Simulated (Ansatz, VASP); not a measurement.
## One calculation of Pt, two programs

```
Pt
1.0
     4.55293    0.00000    0.00000
    -2.27647    3.94295    0.00000
     0.00000    0.00000    2.71464
Pt
3
Cartesian
  2.2765 3.9430 0.0000
  0.0000 2.6286 1.3573
  2.2765 1.3143 1.3573
```

Alike in both runs: functional revPBE; k mesh 8 × 8 × 12; occupations fermi-dirac, width 0.1 eV; no spin polarisation.

Ansatz relaxed the structure, and its values are those at the end. VASP's run is a single point on that final structure, the one shown.

|  | VASP | Ansatz |
| --- | --- | --- |
| version | VASP 6.6.1 | Ansatz 0.2.0 |
| potentials or method | VASP PAW PBE potentials, release 64 (Pt), cutoff 520 eV | plane waves (420 eV) with PAW, scalar-relativistic |
| valence electrons in the cell | 30 | 54 |

VASP gave:

| Item | Value |
| --- | --- |
| pressure (GPa) | -0.5 |

**Question.** What did Ansatz give for the same quantities?

**Answer.** Pressure (GPa): 0.0.

VASP's potentials were made for PBE, not for revPBE. VASP's potentials hold 30 valence electrons a cell and Ansatz's 54, so a difference there can come from the potentials and not from the codes.

Neither program's run includes spin-orbit coupling.
